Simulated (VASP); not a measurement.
# MgSbF6 (R-3) in VASP: notebook, part 2 of 2

VASP 6.6.1. The steps go on from the part before.

## Step 4: Single point, LDA

The input, INCAR:

```
PREC     = Accurate       # precision mode
ENCUT    = 520            # plane-wave cutoff, eV
EDIFF    = 1E-6           # SCF threshold, eV
ISMEAR   = 1              # smearing method
SIGMA    = 0.1            # smearing width, eV
LREAL    = False          # projectors in reciprocal space
LASPH    = True           # aspherical terms in the spheres
NELM     = 80             # most SCF steps
ALGO     = Normal         # electronic algorithm
ISIF     = 2              # what is computed and relaxed
LWAVE    = False          # write WAVECAR
LCHARG   = False          # write CHGCAR
GGA      = CA             # functional
NBANDS   = 34             # bands
```

The input, KPOINTS:

```
regular mesh
0
Gamma
  4 4 4
```

The input, POSCAR:

```
MgSbF6
1.0
    2.7428412700      1.5835801500      4.6782333300
   -2.7428412700      1.5835801500      4.6782333300
    0.0000000000     -3.1671603000      4.6782333300
Mg Sb F
1 1 6
Direct
    0.5000000000      0.5000000000      0.5000000000
    0.0000000000      0.0000000000      0.0000000000
    0.7490880000      0.1612600000      0.3435700000
    0.3435700000      0.7490880000      0.1612600000
    0.8387400000      0.6564300000      0.2509120000
    0.6564300000      0.2509120000      0.8387400000
    0.2509120000      0.8387400000      0.6564300000
    0.1612600000      0.3435700000      0.7490880000
```

Potentials or basis: VASP PAW LDA potentials, release 64 (Mg, Sb, F).

On the command line:

```console
> cat potpaw_LDA.64/Mg/POTCAR potpaw_LDA.64/Sb/POTCAR potpaw_LDA.64/F/POTCAR > POTCAR
> mpirun -np 1 vasp_std > vasp.out
```

OUTCAR:

```text
PREC = Accurate
   ENCUT = 520
   EDIFF = 1E-6
   ISMEAR = 1
   LREAL = False
   LASPH = True
   NELM = 80
   ISIF = 2
   GGA = CA

 ion  position               nearest neighbor table
   1  0.500  0.500  0.500-   3 2.01   7 2.01   6 2.01   4 2.01   5 2.01   8 2.01
   2  0.000  0.000  0.000-   4 2.05   6 2.05   3 2.05   7 2.05   5 2.05   8 2.05
   3  0.749  0.161  0.344-   1 2.01   2 2.05
   4  0.344  0.749  0.161-   1 2.01   2 2.05
   5  0.839  0.656  0.251-   1 2.01   2 2.05
   6  0.656  0.251  0.839-   1 2.01   2 2.05
   7  0.251  0.839  0.656-   1 2.01   2 2.05
   8  0.161  0.344  0.749-   1 2.01   2 2.05

  LATTYP: Found a trigonal (rhomboedric) cell.
 ALAT       =     5.6494930227
 COS(alpha) =     0.5285752333

  Lattice vectors:

 A1 = (   2.7428412700,   1.5835801500,   4.6782333300)
 A2 = (  -2.7428412700,   1.5835801500,   4.6782333300)
 A3 = (   0.0000000000,  -3.1671603000,   4.6782333300)

Analysis of symmetry for initial positions (statically):
=====================================================================
 Subroutine PRICEL returns:
 Original cell was already a primitive cell.

 Routine SETGRP: Setting up the symmetry group for a
 trigonal (rhombohedral) supercell.

 Subroutine GETGRP returns: Found  6 space group operations
 (whereof  6 operations were pure point group operations)
 out of a pool of 12 trial point group operations.

The static configuration has the point symmetry S_6 .

Analysis of symmetry for dynamics (positions and initial velocities):
=====================================================================
 Subroutine PRICEL returns:
 Original cell was already a primitive cell.

[... 127 lines left out ...]
     AMIX     =   0.40;   BMIX     =  1.00
     AMIX_MAG =   1.60;   BMIX_MAG =  1.00
  volume/ion in A,a.u.               =      15.24       102.84
  Fermi-wavevector in a.u.,A,eV,Ry     =   1.208135  2.283045 19.858940  1.459591
  Thomas-Fermi vector in A             =   2.343752
   LORBIT       =      0    0 simple, 1 ext, 2 COOP (PROOUT), +10 PAW based schemes
   GGA     = CA    functional components
   LHFCALC =     F    Hartree Fock is set to
   AEXX    =    0.0000 exact exchange contribution
   IVDW    =     0    specifies the selected vdW correction
   LEPSILON=     F    determine dielectric tensor
   LRPA    =     F    only Hartree local field effects (RPA)
 non-spin polarized calculation
 Methfessel and Paxton  Order N= 1 SIGMA  =   0.10
  energy-cutoff  :      520.00
  volume of cell :      121.92
 maximum number of plane-waves:      3311
   NGX = 21   NGY = 21   NGZ = 21

 number of electron      49.0000003 magnetization

 Free energy of the ion-electron system (eV)
  ---------------------------------------------------
  ext. energy  EPLUGINS =         0.00000000
  ---------------------------------------------------
  free energy    TOTEN  =       -42.08302483 eV

  energy without entropy =      -42.07621076  energy(sigma->0) =      -42.08075347

 E-fermi :   0.7283     XC(G=0):  -9.1338

 val. band max:        0.7011942479   @ k =   0.5000   0.2500   0.2500
 cond. band min:       0.7551658828   @ k =   0.5000   0.0000  -0.2500
 fundamental gap:      0.0539716349
 Fermi energy:         0.7283461320

 k-point     1 :       0.0000    0.0000    0.0000
  band No.  band energies     occupation
      1     -22.9737      2.00000
      2     -22.2609      2.00000
      3     -22.2556      2.00000
      4     -22.2556      2.00000
      5     -21.9414      2.00000
      6     -21.9414      2.00000
[... 507 lines left out ...]
     33      10.9368      0.00000
     34      11.5147      0.00000

------------------------ aborting loop because EDIFF is reached ----------------------------------------

  FORCE on cell =-STRESS in cart. coord.  units (eV):
  Direction    XX          YY          ZZ          XY          YZ          ZX
  --------------------------------------------------------------------------------------
  -------------------------------------------------------------------------------------
  Total       -4.4675848     -4.4675848     -4.5428955      0.0000000      0.0000000      0.0000000
  in kB      -58.7096553    -58.7096557    -59.6993321      0.0000000      0.0000000      0.0000000
  external PRESSURE =     -59.0395477 kB  Pullay stress =       0.0000000 kB

 VOLUME and BASIS-vectors are now :
 -----------------------------------------------------------------------------
  energy-cutoff  :      520.00
  volume of cell :      121.92
      direct lattice vectors                 reciprocal lattice vectors
     2.742841270  1.583580150  4.678233330     0.182292722  0.105246752  0.071251968
    -2.742841270  1.583580150  4.678233330    -0.182292722  0.105246752  0.071251968
     0.000000000 -3.167160300  4.678233330     0.000000000 -0.210493503  0.071251968

 POSITION                                       TOTAL-FORCE (eV/Angst)
 -----------------------------------------------------------------------------------
      0.00000      0.00000      7.01735         0.000000     -0.000000      0.000000
      0.00000      0.00000      0.00000         0.000000     -0.000000      0.000000
      1.61232      0.35347      5.86612        -0.021926      0.197455     -0.070108
     -1.11227      1.21958      5.86612        -0.160037     -0.117716     -0.070108
      0.50005      1.57304      8.16858        -0.181964      0.079739      0.070108
      1.11227     -1.21958      8.16858         0.160037      0.117716      0.070108
     -1.61232     -0.35347      8.16858         0.021926     -0.197455      0.070108
     -0.50005     -1.57304      5.86612         0.181964     -0.079739     -0.070108
 -----------------------------------------------------------------------------------
    total drift:                                0.000000     -0.000000      0.000000

  FREE ENERGIE OF THE ION-ELECTRON SYSTEM (eV)
  ---------------------------------------------------
  free  energy   TOTEN  =       -42.0830248288 eV

  energy  without entropy=      -42.0762107638  energy(sigma->0) =      -42.08075347
```

OSZICAR:

```text
N       E                     dE             d eps       ncg     rms          rms(c)
DAV:   1     0.354210303223E+03    0.35421E+03   -0.24638E+04   952   0.129E+03
DAV:   2    -0.222458838314E+02   -0.37646E+03   -0.36420E+03  1204   0.313E+02
DAV:   3    -0.462473159839E+02   -0.24001E+02   -0.23836E+02  1156   0.854E+01
DAV:   4    -0.465327322264E+02   -0.28542E+00   -0.28523E+00  1136   0.103E+01
DAV:   5    -0.465370259446E+02   -0.42937E-02   -0.42933E-02  1172   0.120E+00    0.130E+01
DAV:   6    -0.422758600060E+02    0.42612E+01   -0.13323E+01  1084   0.228E+01    0.664E+00
DAV:   7    -0.421548175987E+02    0.12104E+00   -0.55925E-01  1096   0.415E+00    0.228E+00
DAV:   8    -0.420932538719E+02    0.61564E-01   -0.56686E-02  1150   0.173E+00    0.904E-01
DAV:   9    -0.420831977311E+02    0.10056E-01   -0.16710E-02  1100   0.911E-01    0.185E-01
DAV:  10    -0.420830257033E+02    0.17203E-03   -0.28058E-03  1086   0.285E-01    0.104E-01
DAV:  11    -0.420830253440E+02    0.35928E-06   -0.16218E-04  1146   0.795E-02    0.359E-02
DAV:  12    -0.420830248288E+02    0.51529E-06   -0.65176E-06  1174   0.161E-02
   1 F= -.42083025E+02 E0= -.42080753E+02  d E =-.681406E-02
```

Wall time 82 s (1 thread of AMD EPYC 7R13, shared host); peak memory 0.21 GiB.

What came out:

```
Free energy   : -42.0830 eV
Pressure      : -5.9 GPa
Largest force : 0.211 eV/Å
```

Forces on the atoms (eV/Å):
```
Mg   0.000  0.000  0.000
Sb   0.000  0.000  0.000
F   -0.022  0.197 -0.070
F   -0.160 -0.118 -0.070
F   -0.182  0.080  0.070
F    0.160  0.118  0.070
F    0.022 -0.197  0.070
F    0.182 -0.080 -0.070
```

Stress tensor (GPa, compression positive):
```
-5.87  0.00  0.00
 0.00 -5.87  0.00
 0.00  0.00 -5.97
```

Levels at points of the mesh, in eV from the Fermi level:
| k point | band 20 | band 21 | band 22 | band 23 | band 24 | band 25 | band 26 | band 27 | band 28 | band 29 |
| --- | --- | --- | --- | --- | --- | --- | --- | --- | --- | --- |
| (0.00, 0.00, 0.00) | -3.96 | -3.94 | -3.94 | -3.57 | -3.57 | -0.88 | 5.35 | 5.46 | 5.46 | 5.85 |
| (0.50, 0.00, 0.00) | -3.88 | -3.88 | -3.80 | -3.80 | -3.72 | -0.03 | 4.34 | 5.59 | 5.84 | 7.45 |
| (0.50, 0.50, 0.00) | -4.07 | -4.01 | -3.99 | -3.97 | -3.63 | 0.10 | 5.17 | 5.38 | 5.54 | 7.82 |
| (0.50, 0.50, 0.50) | -4.04 | -3.88 | -3.88 | -3.78 | -3.78 | 0.06 | 4.29 | 5.85 | 5.85 | 7.42 |

Caveat: spin-orbit coupling is left out, which moves the levels of the heavy elements; an odd number of electrons without spin polarisation forces a metal; a magnetic or distorted state may lie lower.
